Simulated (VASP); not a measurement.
Wanted: the native input for a VASP 6.6.1 run.

| Property | Result |
| --- | --- |
| Task | relaxation of cell and atoms |
| Functional | LDA |
| Potentials or basis | VASP PAW LDA potentials, release 64 (K_sv) |
| Cutoff | 600 eV |
| k mesh | 18 × 18 × 18 |
| Occupations | fermi-dirac, width 0.1 eV |
| Spin | no spin polarisation |
| Target pressure | 10 GPa |
| Dipole correction | no |
| Further INCAR settings | ALGO = Normal; EDIFF = 1e-07; IBRION = 2; EDIFFG = -0.002; NSW = 100; ISIF = 3 |

The structure of K lies in POSCAR:

```
K
1.0
    0.0000000000      3.1813064520      3.1813064520
    3.1813064520      0.0000000000      3.1813064520
    3.1813064520      3.1813064520      0.0000000000
K
1
Direct
    0.0000000000      0.0000000000      0.0000000000
```

This isn't the form of K at room conditions, which is bcc.

These files were run (other wordings do the same):

INCAR

```
SYSTEM = K
  PREC = Accurate
  ENCUT = 600
  EDIFF = 1E-7
  ISMEAR = -1
  SIGMA = 0.1
  LREAL = .False.
  LASPH = .True.
  NELM = 60
  ALGO = Normal
  ISIF = 3
  LWAVE = .False.
  LCHARG = .False.
  GGA = CA
  IBRION = 2
  NSW = 100
  EDIFFG = -0.002
  PSTRESS = 100.0
```

KPOINTS

```
regular mesh
0
Gamma
  18 18 18
  0 0 0
```

Potentials or basis: VASP PAW LDA potentials, release 64 (K_sv).

Command:

```sh
$ cat potpaw_LDA.64/K_sv/POTCAR > POTCAR
$ mpirun -np 1 vasp_std > vasp.out
```

It gave:

The relaxed volume is 32.72 Å³/atom and the relaxed cell is a = 3.590 Å, b = 3.590 Å, c = 3.590 Å, α = 60.00°, β = 60.00°, γ = 60.00°. The space group after relaxing (to 0.1 Å) is Fm-3m (No. 225), the energy change on relaxing (the run minimises the enthalpy) is +599.2 meV/atom and the ionic steps are 18. The pressure after relaxing is 10.0 GPa and the band gap on the k mesh is zero (an odd number of electrons rules out a gap without spin polarisation).

Caveat: the cell is relaxed towards a set pressure, so the run minimises the enthalpy, not the energy; the volume moved by over 15 % at a fixed basis, so the end points are rough.

It took 14 min on 1 thread of Oxide Virtual Turin-like Processor, on a shared host, peak memory 0.24 GiB.
